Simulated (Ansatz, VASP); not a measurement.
# Sn in VASP and in Ansatz

File POSCAR:

```
Sn
1.0
    0.0000000000      2.8933851735      2.8933851735
    2.8933851735      0.0000000000      2.8933851735
    2.8933851735      2.8933851735      0.0000000000
Sn
2
Direct
    0.0000000000      0.0000000000      0.0000000000
    0.2500000000      0.2500000000      0.2500000000
```

INCAR.step1

```
SYSTEM = Sn
PREC = Accurate
ENCUT = 520
ISMEAR = 0
SIGMA = 0.1
LREAL = .FALSE.
LASPH = .TRUE.
NELM = 100
NBANDS = 21
GGA = PE
ALGO = Normal
EDIFF = 1E-4
LWAVE = .TRUE.
LCHARG = .FALSE.
```

File INCAR.step2:

```
SYSTEM = Sn
PREC = Accurate
ENCUT = 520
EDIFF = 1E-6
ISMEAR = 0
SIGMA = 0.1
LREAL = .FALSE.
LASPH = .TRUE.
NELM = 100
ALGO = Normal
ISIF = 2
LWAVE = .FALSE.
LCHARG = .TRUE.
METAGGA = R2SCAN
LMIXTAU = .TRUE.
LELF = .TRUE.
LVHAR = .TRUE.
NBANDS = 21
ISTART = 1
```

KPOINTS

```
Automatic mesh
0
G
  12 12 12
  0 0 0
```

Input for Ansatz:

```yaml
crystal:
  lattice:
    - [0.0, 2.8933851735, 2.8933851735]
    - [2.8933851735, 0.0, 2.8933851735]
    - [2.8933851735, 2.8933851735, 0.0]
  atoms:
    - { symbol: Sn, position: [0.0, 0.0, 0.0] }
    - { symbol: Sn, position: [0.25, 0.25, 0.25] }
basis:
  ecutwfc: 500
kpoints:
  mp_grid: { grid: [12, 12, 12] }
  band_path: { path: [VBM, CBM], npoints: 2 }
hamiltonian:
  xc: r2scan
scf:
  occupations: { method: gaussian, width: 0.1 }
output:
  forces: true
  stress: true
  eigenvalues: true
checkpoint:
  read: start.run
  write: ck
  compress: false
  write_wavefunctions: false
  write_every: 100000
```

Alike in both runs: task single point; functional r2SCAN; k mesh 12 × 12 × 12; occupations gaussian, width 0.1 eV; no spin polarisation.

|  | VASP | Ansatz |
| --- | --- | --- |
| version | VASP 6.6.1 | Ansatz 0.2.0 |
| potentials or method | VASP PAW PBE potentials, release 64 (Sn_d), cutoff 520 eV | scalar-relativistic, plane waves, PAW |
| valence electrons in the cell | 28 | 28 |

|  | VASP | Ansatz | Ansatz less VASP |
| --- | --- | --- | --- |
| gap on the k mesh at the Fermi level (eV) | 0.09 | 0.09 | -0.002 |
| least direct gap on the mesh (eV) | 2.05 | 2.05 | -0.002 |

VASP's potentials were made for PBE, not for r2SCAN.
